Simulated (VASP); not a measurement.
# Si: single point with PBE

Si:

```
Si
1.0
     0.00000    2.71500    2.71500
     2.71500    0.00000    2.71500
     2.71500    2.71500    0.00000
Si
2
Direct
  0.01000 0.99500 0.00750
  0.26000 0.24500 0.25750
```

| Property | Result |
| --- | --- |
| Program | VASP 6.6.1 |
| Task | single point |
| Functional | PBE |
| Potentials or basis | VASP PAW PBE potentials, release 64 (Si) |
| Cutoff | 500 eV |
| k mesh | 4 × 4 × 4 |
| Occupations | fermi-dirac, width 0.02 eV |
| Spin | no spin polarisation |

```json
{
  "Pressure": "2.6 GPa",
  "Band gap on the k mesh": "0.69 eV, indirect (least direct gap 2.55 eV)"
}
```

Levels at points of the mesh, in eV from the valence-band top:
```csv
k point,band 2,band 3,band 4,band 5,band 6,band 7
"(0.00, 0.00, 0.00)",0.00,0.00,0.00,2.55,2.55,2.55
"(0.50, 0.00, 0.00)",-6.98,-1.20,-1.20,1.53,3.32,3.32
"(0.50, 0.50, 0.00)",-7.82,-2.86,-2.86,0.69,0.69,10.11
```

It took 3.1 s on 1 thread of Intel Xeon 6975P-C, with other jobs on the host, peak memory 0.14 GiB.

Caveat: the k points lie up to 0.50 Å⁻¹ apart. A k mesh can miss the band edges.
